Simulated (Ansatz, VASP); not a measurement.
# Two plane-wave programs on Ta

```xyz
3
Lattice="3.8616 0.0000 0.0000 -1.9308 3.3442 0.0000 0.0000 0.0000 4.3811" Properties=species:S:1:pos:R:3 pbc="T T T"
Ta    0.8704    0.0000    1.4604
Ta   -0.4352    0.7538    2.9207
Ta    1.4956    2.5904    0.0000
```

Alike in both runs: task relaxation of cell and atoms; functional PBE; k mesh 6 × 6 × 4; occupations gaussian, width 0.1 eV; no spin polarisation.

|  | VASP | Ansatz |
| --- | --- | --- |
| version | VASP 6.6.1 | Ansatz 0.2.0 |
| potentials or method | VASP PAW PBE potentials, release 64 (Ta_pv), cutoff 600 eV | scalar-relativistic, plane waves, PAW |
| valence electrons in the cell | 33 | 39 |

|  | VASP | Ansatz | Ansatz less VASP |
| --- | --- | --- | --- |
| gap on the k mesh at the Fermi level, each at its own relaxed structure (eV) | none | none | - |
| relaxed volume (Å³/atom) | 18.29 | 18.26 | -0.022 |
| relaxed cell length with the largest relative difference (Å) | 2.940 | 2.944 | +0.0040 |

A gap of «none» marks a metal or a gap that the smearing closes. VASP's potentials hold 33 valence electrons a cell and Ansatz's 39, so a difference there can come from the potentials and not from the codes.

Neither program's run includes spin-orbit coupling.
